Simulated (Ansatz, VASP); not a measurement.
# Al in VASP and in Ansatz

```
Al
1.0
     0.00000    2.02040    2.02040
     2.02040    0.00000    2.02040
     2.02040    2.02040    0.00000
Al
1
Direct
  0.00000 0.00000 0.00000
```

Alike in both runs: functional PBE; k mesh 18 × 18 × 18; occupations gaussian, width 0.1 eV; no spin polarisation.

Ansatz relaxed the structure, and its values are those at the end. VASP's run is a single point on that final structure, the one shown.

```csv
,VASP,Ansatz
version,VASP 6.6.1,Ansatz 0.2.0
potentials or method,"VASP PAW PBE potentials, release 64 (Al), cutoff 500 eV","scalar-relativistic, plane waves, PAW"
valence electrons in the cell,3,3
```

|  | VASP | Ansatz | Ansatz less VASP |
| --- | --- | --- | --- |
| gap on the k mesh at the Fermi level (eV) | none | none | - |
| pressure (GPa) | 0.0 | 0.0 | +0.01 |

A gap of «none» marks a metal or a gap that the smearing closes. The functional is the same, so the differences come from potentials, cutoffs and numerics.
